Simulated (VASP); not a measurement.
Runs of VASP 6.6.1 on Y. The structure is that of space group P6_3/mmc (No. 194), or close to it. The cells are those of the table. 

```tsv
cell	k mesh	gap on the mesh (eV)	pressure (GPa)
a = 3.735, b = 3.735, c = 11.932 Å, angles 90.0, 90.0, 120.0°, 4 atoms	11 × 11 × 3	none	-2.5
a = 3.640, b = 3.640, c = 11.629 Å, angles 90.0, 90.0, 120.0°, 4 atoms	13 × 13 × 4	none	(a)
a = 3.688, b = 3.688, c = 11.782 Å, angles 90.0, 90.0, 120.0°, 4 atoms	11 × 11 × 3	none	-1.3
a = 3.780, b = 3.780, c = 12.077 Å, angles 90.0, 90.0, 120.0°, 4 atoms	11 × 11 × 3	none	-3.5
```

Alike in all rows: task single point; level r2SCAN; potentials or basis VASP PAW PBE potentials, release 64 (Y_sv); no spin polarisation; cutoff (eV) 520; smearing fermi-dirac 0.1 eV.

Q: Fill in the values left out.

A: (a) 0.1.

Caveats: the PAW data sets were made with another functional, which shifts forces and pressure a little; the cell stands under tension (at least some runs).

A k mesh can miss the band edges, and the runs leave out spin-orbit coupling on Y.

A gap of «none» marks levels without a gap at the run's occupations.
